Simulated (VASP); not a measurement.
# Hg (Cmce) in VASP: single point with r2SCAN

Aim: the single point of Hg with r2SCAN.

Program: VASP 6.6.1. These are calculated values, not measurements. Logs are shortened: lines on timing, memory, paths and dates and some standing lists are left out, and cuts for length are marked.

**1. The cell of the first run**

The structure is orthorhombic, space group Cmce (No. 64). The conventional cell has a = 5.518 Å, b = 11.526 Å, c = 3.389 Å, α = 90.00°, β = 90.00°, γ = 90.00°. Within 4.0 Å of Hg (site symmetry m) lie 11 Hg at 3.02 to 3.89 Å.

**2. Single point, r2SCAN**

POSCAR

```
Hg
1.0
    2.7592200700     -5.7631246900      0.0000000000
    2.7592200700      5.7631246900      0.0000000000
    0.0000000000      0.0000000000      3.3892448200
Hg
4
Direct
    0.3691655400      0.6308344600      0.5007497100
    0.8691655400      0.1308344600      0.9992502900
    0.1308344600      0.8691655400      0.0007497000
    0.6308344600      0.3691655400      0.4992502900
```

INCAR.step1

```
ALGO = Normal ; EDIFF = 1E-4
ENCUT = 520 ; GGA = PE
ISMEAR = -1 ; LASPH = True
LCHARG = False ; LREAL = False
LWAVE = True ; NBANDS = 32
NELM = 100 ; PREC = Accurate
SIGMA = 0.1
```

INCAR.step2

```
ALGO = Normal ; EDIFF = 1E-6
ENCUT = 520 ; ISIF = 2
ISMEAR = -1 ; ISTART = 1
LASPH = True ; LCHARG = True
LELF = True ; LMIXTAU = True
LREAL = False ; LVHAR = True
LWAVE = False ; METAGGA = R2SCAN
NBANDS = 32 ; NELM = 100
PREC = Accurate ; SIGMA = 0.1
```

KPOINTS

```
k-points
0
Gamma
  5 5 8
```

Potentials or basis: VASP PAW PBE potentials, release 64 (Hg).

Run with:

```sh
> cat potpaw_PBE.64/Hg/POTCAR > POTCAR
> cp INCAR.step1 INCAR
> mpirun -np 1 vasp_std > vasp.out
> cp INCAR.step2 INCAR
> mpirun -np 1 vasp_std > vasp.out
```

OUTCAR:

```text
EDIFF = 1E-6
   ENCUT = 520
   ISIF = 2
   ISMEAR = -1
   ISTART = 1
   LASPH = True
   LREAL = False
   METAGGA = R2SCAN
   NELM = 100
   PREC = Accurate

 ion  position               nearest neighbor table
   1  0.369  0.631  0.501-   4 3.02   3 3.23   3 3.23   2 3.24   2 3.24   2 3.24   2 3.24
   2  0.869  0.131  0.999-   3 3.02   4 3.23   4 3.23   1 3.24   1 3.24   1 3.24   1 3.24
   3  0.131  0.869  0.001-   2 3.02   1 3.23   1 3.23   4 3.24   4 3.24   4 3.24   4 3.24
   4  0.631  0.369  0.499-   1 3.02   2 3.23   2 3.23   3 3.24   3 3.24   3 3.24   3 3.24

  LATTYP: Found a base centered orthorhombic cell.
 ALAT       =     5.5184401400
 B/A-ratio  =     2.0886788816
 C/A-ratio  =     0.6141671802

  Lattice vectors:

 A1 = (   2.7592200700,  -5.7631246900,   0.0000000000)
 A2 = (   2.7592200700,   5.7631246900,   0.0000000000)
 A3 = (   0.0000000000,   0.0000000000,   3.3892448200)

Analysis of symmetry for initial positions (statically):
=====================================================================
 Subroutine PRICEL returns:
 Original cell was already a primitive cell.

 Routine SETGRP: Setting up the symmetry group for a
 base centered orthorhombic supercell.

 Subroutine GETGRP returns: Found  8 space group operations
 (whereof  4 operations were pure point group operations)
 out of a pool of  8 trial point group operations.

The static configuration has the point symmetry C_2h.
 The point group associated with its full space group is D_2h.

Analysis of symmetry for dynamics (positions and initial velocities):
=====================================================================
 Subroutine PRICEL returns:
 Original cell was already a primitive cell.

 Routine SETGRP: Setting up the symmetry group for a
 base centered orthorhombic supercell.

 Subroutine GETGRP returns: Found  8 space group operations
 (whereof  4 operations were pure point group operations)
 out of a pool of  8 trial point group operations.

The dynamic configuration has the point symmetry C_2h.
 The point group associated with its full space group is D_2h.

 Subroutine INISYM returns: Found  8 space group operations
 (whereof  4 operations are pure point group operations),
 and found     1 'primitive' translations

----------------------------------------------------------------------------------------

                                     Primitive cell

  volume of cell :     107.7897

  direct lattice vectors                    reciprocal lattice vectors
     2.759220070 -5.763124690  0.000000000     0.181210627 -0.086758491  0.000000000
     2.759220070  5.763124690  0.000000000     0.181210627  0.086758491  0.000000000
     0.000000000  0.000000000  3.389244820     0.000000000  0.000000000  0.295050978

  length of vectors
     6.389593225  6.389593225  3.389244820     0.200908753  0.200908753  0.295050978

  position of ions in fractional coordinates (direct lattice)
     0.369165540  0.630834460  0.500749710
     0.869165540  0.130834460  0.999250290
     0.130834460  0.869165540  0.000749700
     0.630834460  0.369165540  0.499250290

  ion indices of the primitive-cell ions
   primitive index   ion index
                 1           1
                 2           2
                 3           3
                 4           4

----------------------------------------------------------------------------------------

 KPOINTS: k-points

Automatic generation of k-mesh.
 Grid dimensions read from file:
 generate k-points for:    5    5    8

 Generating k-lattice:

  Cartesian coordinates                     Fractional coordinates (reciprocal lattice)
     0.036242125 -0.017351698  0.000000000     0.200000000  0.000000000  0.000000000
     0.036242125  0.017351698  0.000000000     0.000000000  0.200000000  0.000000000
     0.000000000  0.000000000  0.036881372     0.000000000  0.000000000  0.125000000

  Length of vectors
     0.040181751  0.040181751  0.036881372

  Shift w.r.t. Gamma in fractional coordinates (k-lattice)
     0.000000000  0.000000000  0.000000000

 Subroutine IBZKPT returns following result:
 ===========================================

 Found     45 irreducible k-points:

 Following reciprocal coordinates:
            Coordinates               Weight
  0.000000  0.000000  0.000000      1.000000
  0.200000 -0.000000  0.000000      4.000000
  0.400000 -0.000000  0.000000      4.000000
  0.200000  0.200000  0.000000      2.000000
  0.400000  0.200000  0.000000      4.000000
 -0.400000  0.200000  0.000000      4.000000
[... 16 lines left out ...]
  0.400000  0.200000  0.250000      8.000000
 -0.400000  0.200000  0.250000      8.000000
 [... further k-points ...]
   k-points           NKPTS =     45   k-points in BZ     NKDIM =     45   number of bands    NBANDS=     32
   number of dos      NEDOS =    301   number of ions     NIONS =      4
   total plane-waves  NPLWV =  64512
   dimension x,y,z NGX =    48 NGY =   48 NGZ =   28
   dimension x,y,z NGXF=    96 NGYF=   96 NGZF=   56
   ions per type =               4
   NGX,Y,Z   is equivalent  to a cutoff of  12.49, 12.49, 13.73 a.u.
   NGXF,Y,Z  is equivalent  to a cutoff of  24.98, 24.98, 27.47 a.u.
 SYSTEM =  unknown system
   PREC   = accura    normal or accurate (medium, high low for compatibility)
   ISTART =      1    job   : 0-new  1-cont  2-samecut
   ICHARG =      0    charge: 1-file 2-atom 10-const
   ISPIN  =      1    spin polarized calculation?
   LNONCOLLINEAR =      F non collinear calculations
   LSORBIT =      F    spin-orbit coupling
   LASPH  =      T    aspherical Exc in radial PAW
   ENCUT  =  520.0 eV  38.22 Ry    6.18 a.u.  11.88 11.88  6.30*2*pi/ulx,y,z
   NELM   =    100;   NELMIN=  2; NELMDL=  0     # of ELM steps
   EDIFF  = 0.1E-05   stopping-criterion for ELM
   LREAL  =      F    real-space projection
   EDIFFG = 0.1E-04   stopping-criterion for IOM
   NSW    =      0    number of steps for IOM
   IBRION =     -1    ionic relax: 0-MD 1-quasi-New 2-CG
   NFREE  =      0    steps in history (QN), initial steepest desc. (CG)
   ISIF   =      2    stress and relaxation
   ISYM   =      2    0-nonsym 1-usesym 2-fastsym
   POTIM  = 0.5000    time-step for ionic-motion
   TEBEG  =    0.0;   TEEND  =   0.0 temperature during run
   PSTRESS=    0.0 pullay stress
   NELECT =      48.0000    total number of electrons
   NUPDOWN=      -1.0000    fix difference up-down
   EMIN   =  10.00;   EMAX   =-10.00  energy-range for DOS
   EFERMI =   0.00;   METHOD = LEGACY
   ISMEAR =    -1;   SIGMA  =   0.10  broadening in eV -4-tet -1-fermi 0-gaus
   EFERMI_NEDOS =   21; number of points for ismear=-14 and -15
   IALGO  =     38    algorithm
   IMIX   =      4    mixing-type and parameters
     AMIX     =   0.40;   BMIX     =  1.00
     AMIX_MAG =   1.60;   BMIX_MAG =  1.00
  volume/ion in A,a.u.               =      26.95       181.85
  Fermi-wavevector in a.u.,A,eV,Ry     =   1.250152  2.362445 21.264273  1.562880
  Thomas-Fermi vector in A             =   2.384159
   LORBIT       =      0    0 simple, 1 ext, 2 COOP (PROOUT), +10 PAW based schemes
   METAGGA = R2SCAN    functional components
   LHFCALC =     F    Hartree Fock is set to
   AEXX    =    0.0000 exact exchange contribution
   IVDW    =     0    specifies the selected vdW correction
   LEPSILON=     F    determine dielectric tensor
   LRPA    =     F    only Hartree local field effects (RPA)
 non-spin polarized calculation
  energy-cutoff  :      520.00
  volume of cell :      107.79
 maximum number of plane-waves:      2923
   NGX = 23   NGY = 23   NGZ = 13

 number of electron      48.0000007 magnetization

 Free energy of the ion-electron system (eV)
  ---------------------------------------------------
  ext. energy  EPLUGINS =         0.00000000
  ---------------------------------------------------
  free energy    TOTEN  =      -197.43026484 eV

  energy without entropy =     -197.39516955  energy(sigma->0) =     -197.41271719

 E-fermi :   1.6220     XC(G=0): -10.6651

 val. band max:        1.5692294988   @ k =  -0.2000   0.2000   0.2500
 cond. band min:       1.6688773982   @ k =   0.2000   0.2000   0.0000
 fundamental gap:      0.0996478994
 Fermi energy:         1.6220468369

 k-point     1 :       0.0000    0.0000    0.0000
  band No.  band energies     occupation
      1      -6.6526      2.00000
      2      -6.1072      2.00000
      3      -5.9999      2.00000
      4      -5.9956      2.00000
      5      -5.8621      2.00000
      6      -5.5847      2.00000
[... 24 lines left out ...]
     31      12.5645      0.00000
     32      13.5979      0.00000

 k-point     2 :       0.2000   -0.0000    0.0000
  band No.  band energies     occupation
      1      -6.3856      2.00000
      2      -6.0483      2.00000
      3      -5.9786      2.00000
      4      -5.8312      2.00000
      5      -5.8073      2.00000
      6      -5.6610      2.00000
[... 24 lines left out ...]
     31      12.7872      0.00000
     32      12.8830      0.00000

 k-point     3 :       0.4000   -0.0000    0.0000
  band No.  band energies     occupation
      1      -5.9941      2.00000
      2      -5.9330      2.00000
      3      -5.7682      2.00000
      4      -5.7243      2.00000
      5      -5.6053      2.00000
      6      -5.4809      2.00000
[... 24 lines left out ...]
     31      11.6607      0.00000
     32      12.0467      0.00000

 k-point     4 :       0.2000    0.2000    0.0000
  band No.  band energies     occupation
      1      -6.1239      2.00000
      2      -5.9600      2.00000
      3      -5.6660      2.00000
      4      -5.6564      2.00000
      5      -5.5936      2.00000
      6      -5.4371      2.00000
[... 654 lines left out ...]
     31       9.4637      0.00000
     32       9.5091      0.00000

 k-point    23 :       0.4000    0.2000    0.2500
  band No.  band energies     occupation
      1      -5.9249      2.00000
      2      -5.9071      2.00000
      3      -5.8400      2.00000
      4      -5.7729      2.00000
      5      -5.7493      2.00000
      6      -5.5859      2.00000
[... 24 lines left out ...]
     31       9.1426      0.00000
     32      10.1752      0.00000

 k-point    24 :      -0.4000    0.2000    0.2500
  band No.  band energies     occupation
      1      -5.9550      2.00000
      2      -5.8383      2.00000
      3      -5.8108      2.00000
      4      -5.7938      2.00000
      5      -5.7123      2.00000
      6      -5.5595      2.00000
[... 24 lines left out ...]
     31       8.5452      0.00000
     32      10.3446      0.00000

 [... further k-points ...]

------------------------ aborting loop because EDIFF is reached ----------------------------------------

  FORCE on cell =-STRESS in cart. coord.  units (eV):
  Direction    XX          YY          ZZ          XY          YZ          ZX
  --------------------------------------------------------------------------------------
  -------------------------------------------------------------------------------------
  Total        0.2411848     -0.0616792      0.3037407      0.0000000      0.0000000      0.0000000
  in kB        3.5849517     -0.9167952      4.5147770      0.0000000      0.0000000      0.0000000
  external PRESSURE =       2.3943112 kB  Pullay stress =       0.0000000 kB

 VOLUME and BASIS-vectors are now :
 -----------------------------------------------------------------------------
  energy-cutoff  :      520.00
  volume of cell :      107.79
      direct lattice vectors                 reciprocal lattice vectors
     2.759220070 -5.763124690  0.000000000     0.181210627 -0.086758491  0.000000000
     2.759220070  5.763124690  0.000000000     0.181210627  0.086758491  0.000000000
     0.000000000  0.000000000  3.389244820     0.000000000  0.000000000  0.295050978

 POSITION                                       TOTAL-FORCE (eV/Angst)
 -----------------------------------------------------------------------------------
      2.75922      1.50803      1.69716         0.000000      0.012604     -0.000142
      2.75922     -4.25509      3.38670         0.000000      0.012604      0.000142
      2.75922      4.25509      0.00254         0.000000     -0.012604     -0.000142
      2.75922     -1.50803      1.69208         0.000000     -0.012604      0.000142
 -----------------------------------------------------------------------------------
    total drift:                                0.000000      0.000000     -0.000013

  FREE ENERGIE OF THE ION-ELECTRON SYSTEM (eV)
  ---------------------------------------------------
  free  energy   TOTEN  =      -197.4302648396 eV

  energy  without entropy=     -197.3951695493  energy(sigma->0) =     -197.41271719
```

It took 3.1 min on 1 thread of Intel Xeon 6975P-C (Granite Rapids), shared host; peak memory 0.32 GiB.

What came out:

| Item | Value |
| --- | --- |
| Free energy | -197.4303 eV |
| Pressure | 0.2 GPa |
| Largest force | 0.013 eV/Å |
| Band gap on the k mesh | zero (bands 24 and 25 overlap by 1.99 eV) |

Forces on the atoms (eV/Å):
```
Hg   0.000  0.013  0.000
Hg   0.000  0.013  0.000
Hg   0.000 -0.013  0.000
Hg   0.000 -0.013  0.000
```

Stress tensor (GPa, compression positive):
```
 0.36  0.00  0.00
 0.00 -0.09  0.00
 0.00  0.00  0.45
```

Caveat: the PAW data sets were made with another functional, which shifts forces and pressure a little; spin-orbit coupling is left out, which moves the levels of the heavy elements.

The gap in the log of VASP goes by the Fermi energy; the results here count the filled bands.